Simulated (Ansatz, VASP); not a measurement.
## Sb in VASP and in Ansatz

Contents of INCAR:

```
SYSTEM = Sb
PREC     = Accurate       ! precision mode
ENCUT    = 500            ! plane-wave cutoff, eV
EDIFF    = 1E-6           ! SCF threshold, eV
ISMEAR   = -1             ! smearing method
SIGMA    = 0.05           ! smearing width, eV
LREAL    = .False.        ! projectors in reciprocal space
LASPH    = .True.         ! aspherical terms in the spheres
NELM     = 120            ! most SCF steps
ALGO     = Normal         ! electronic algorithm
ISIF     = 2              ! what is computed and relaxed
LWAVE    = .False.        ! write WAVECAR
LCHARG   = .True.         ! write CHGCAR
GGA      = B5             ! functional
ALDAX    = 1.0          
AGGAX    = 1.0          
AGGAC    = 1.0          
ALDAC    = 0.0          
LELF     = .True.         ! ELF
LVHAR    = .True.       
NBANDS   = 22             ! bands
GGA_COMPAT= .False.
```

File KPOINTS:

```
Automatic mesh
0
Gamma
  8 8 8
  0 0 0
```

File POSCAR:

```
Sb
1.0
    2.1542000000      1.2437279499      3.7580000000
   -2.1542000000      1.2437279499      3.7580000000
    0.0000000000     -2.4874558998      3.7580000000
Sb
2
Direct
    0.7665100000      0.7665100000      0.7665100000
    0.2334900000      0.2334900000      0.2334900000
```

File input.yaml:

```yaml
crystal:
  lattice:
    - [2.1542, 1.2437279499, 3.758]
    - [-2.1542, 1.2437279499, 3.758]
    - [0.0, -2.4874558998, 3.758]
  atoms:
    - { symbol: Sb, position: [0.76651, 0.76651, 0.76651] }
    - { symbol: Sb, position: [0.23349, 0.23349, 0.23349] }
hamiltonian:
  xc: blyp
  pseudopotentials: { kind: paw }
kpoints:
  mp_grid: { grid: [8, 8, 8] }
  band_path:
    path:
      - [[0.0, 0.0, 0.0], [0.5, 0.0, 0.0], [0.5, 0.2396873643, -0.2396873643]]
      - [[0.7603126357, 0.5, 0.2396873643], [0.5, 0.5, 0.5], [0.0, 0.0, 0.0], [0.3698436821, 0.0, -0.3698436821]]
      - [[0.6301563179, 0.3698436821, 0.0], [0.5, 0.5, 0.0], [0.6301563179, 0.6301563179, 0.2396873643], [0.5, 0.5, 0.5]]
      - [[0.5, 0.0, 0.0], [0.7603126357, 0.3698436821, 0.3698436821]]
    npoints: 14
scf:
  occupations: { method: fermi_dirac, width: 0.05 }
  n_extra_bands: 6
output:
  forces: true
  stress: true
  eigenvalues: true
  fatbands: false
```

Alike in both runs: functional BLYP; k mesh 8 × 8 × 8; occupations fermi-dirac, width 0.05 eV; no spin polarisation.

|  | VASP | Ansatz |
| --- | --- | --- |
| version | VASP 6.6.1 | Ansatz 0.2.0 |
| potentials or method | VASP PAW PBE potentials, release 64 (Sb_d_GW) | Ansatz PAW |
| plane-wave cutoff (eV) | 500 | 420 |
| valence electrons in the cell | 30 | 30 |
| task | single point | band structure |

|  | VASP | Ansatz | Ansatz less VASP |
| --- | --- | --- | --- |
| gap on the k mesh at the Fermi level (eV) | none | none | - |
| pressure (GPa) | 6.9 | 6.8 | -0.03 |
| traceless stress, the component that is largest in VASP (GPa) | -0.29 | -0.27 | +0.023 |
| rms of the force components (eV/Å) | 0.082 | 0.076 | -0.0056 |

VASP's potentials were made for PBE, not for BLYP. Atom by atom the forces differ by 0.006 eV/Å (rms over components). A gap of «none» marks a metal or a gap that the smearing closes. The functional is the same, so the differences come from potentials, cutoffs and numerics.

Neither program's run includes spin-orbit coupling.
